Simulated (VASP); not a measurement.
Set up this calculation in VASP 6.6.1, as the native input.

```
Task                   : single point
Functional             : PBEsol
Potentials or basis    : VASP PAW PBE potentials, release 64 (Sb)
Cutoff                 : 520 eV
k mesh                 : 15 × 15 × 15
Occupations            : fermi-dirac, width 0.1 eV
Spin                   : no spin polarisation
Dipole correction      : no
Further INCAR settings : ALGO = Normal; EDIFF = 1e-06; NBANDS = 8; ISYM = 0
```

The structure of Sb lies in POSCAR:

```
Sb
1.0
    0.0000000000      1.9885796872      1.9885796872
    1.9885796872      0.0000000000      1.9885796872
    1.9885796872      1.9885796872      0.0000000000
Sb
1
Direct
    0.0000000000      0.0000000000      0.0000000000
```

This isn't the form of Sb at room conditions, which is rhombohedral.

One way to write it, as run:

INCAR

```
SYSTEM = Sb
ALGO = Normal
EDIFF = 1E-6
ENCUT = 520
GGA = PS
ISIF = 2
ISMEAR = -1
ISYM = 0
LASPH = .TRUE.
LCHARG = .TRUE.
LELF = .TRUE.
LREAL = .FALSE.
LVHAR = .TRUE.
LWAVE = .FALSE.
NBANDS = 8
NELM = 100
PREC = Accurate
SIGMA = 0.1
```

KPOINTS

```
k-points
0
G
  15 15 15
  0 0 0
```

Potentials or basis: VASP PAW PBE potentials, release 64 (Sb).

Run with:

```bash
$ cat potpaw_PBE.64/Sb/POTCAR > POTCAR
$ mpirun -np 1 vasp_std > vasp.out
```

It gave:

| Property | Result |
| --- | --- |
| Pressure | 114.0 GPa |
| Band gap on the k mesh | zero (an odd number of electrons rules out a gap without spin polarisation) |

Caveat: the cell stands under pressure; the PAW data sets were made with another functional, which shifts forces and pressure a little; spin-orbit coupling is left out, which moves the levels of the heavy elements.

Wall time 3.7 min on 1 thread of Intel Xeon 8259CL, with other jobs on the host, peak memory 0.32 GiB.
